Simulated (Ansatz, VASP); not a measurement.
# Ge3Pd: VASP beside Ansatz

```
CELL_PARAMETERS angstrom
4.16945 0.00000 0.00000
0.00000 4.16945 0.00000
0.00000 0.00000 4.16945
ATOMIC_POSITIONS crystal
Pd 0.00000 0.00000 0.00000
Ge 0.50000 0.50000 0.00000
Ge 0.50000 0.00000 0.50000
Ge 0.00000 0.50000 0.50000
```

Change from the starting cell: volume scaled by 1.02.

Alike in both runs: task single point; functional LDA; k mesh 7 × 7 × 7; occupations fermi-dirac, width 0.05 eV; no spin polarisation.

```csv
,VASP,Ansatz
version,VASP 6.6.1,Ansatz 0.2.0
potentials or method,"VASP PAW LDA potentials, release 64 (Pd, Ge_d), cutoff 520 eV","all-electron LAPW, scalar-relativistic"
```

Ansatz gave:

```
gap on the k mesh at the Fermi level (eV) : none
pressure (GPa)                            : -8.3
```

**Question.** Estimate VASP's values.

**Answer.** gap on the k mesh at the Fermi level (eV): none; pressure (GPa): -8.2.

LDA's correlation is that of Perdew and Zunger in VASP and of Perdew and Wang (1992) in Ansatz. A gap of «none» marks a metal or a gap that the smearing closes. Ansatz ran all-electron here, and VASP with PAW potentials.
